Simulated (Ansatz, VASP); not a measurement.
## One calculation of InAs, two programs

```
CELL_PARAMETERS angstrom
0.00000 2.73152 3.01905
2.73152 0.00000 3.01905
2.73152 2.73152 0.00000
ATOMIC_POSITIONS crystal
In 0.50000 0.50000 0.50000
As 0.00000 0.00000 0.00000
```

Change from the starting cell: strain -0.050 along x and y, +0.050 along z, atoms carried along.

Alike in both runs: task single point; functional PBE; k mesh 18 × 18 × 18; occupations gaussian, width 0.15 eV; no spin polarisation.

|  | VASP | Ansatz |
| --- | --- | --- |
| version | VASP 6.6.1 | Ansatz 0.2.0 |
| potentials or method | VASP PAW PBE potentials, release 64 (In_d, As), cutoff 520 eV | scalar-relativistic, plane waves, PAW |
| valence electrons in the cell | 18 | 28 |

```csv
,VASP,Ansatz,Ansatz less VASP
gap on the k mesh at the Fermi level (eV),none,none,-
pressure (GPa),5.2,5.2,-0.09
"traceless stress, the component that is largest in VASP (GPa)",-7.00,-6.97,+0.033
```

A gap of «none» marks a metal or a gap that the smearing closes. With one functional, cell and mesh, what is left measures potentials, basis and numerics. VASP's potentials hold 18 valence electrons a cell and Ansatz's 28, so a difference there can come from the potentials and not from the codes.
